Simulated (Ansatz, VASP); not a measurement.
**Al: VASP beside Ansatz**

```xyz
5
Lattice="2.8388 0.0000 0.0000 0.0000 4.0147 0.0000 0.0000 0.0000 12.4810" Properties=species:S:1:pos:R:3 pbc="T T T"
Al    0.0000    0.0000    3.5000
Al    1.4194    2.0073    4.8225
Al    0.0000    0.0000    6.2405
Al    1.4194    2.0073    7.6585
Al    0.0000    0.0000    8.9810
```

Alike in both runs: task single point; functional PBEsol; k mesh 13 × 9 × 1; occupations fermi-dirac, width 0.1 eV; no spin polarisation.

|  | VASP | Ansatz |
| --- | --- | --- |
| version | VASP 6.6.1 | Ansatz 0.2.0 |
| potentials or method | VASP PAW PBE potentials, release 64 (Al), cutoff 520 eV | all-electron LAPW, scalar-relativistic |

```tsv
	VASP	Ansatz	Ansatz less VASP
rms of the force components (eV/Å)	0.005	0.002	-0.0028
```

VASP's potentials were made for PBE, not for PBEsol. Atom by atom the forces differ by 0.003 eV/Å (rms over components). Ansatz ran all-electron here, and VASP with PAW potentials. Ansatz's warnings: vacuum density over bound.
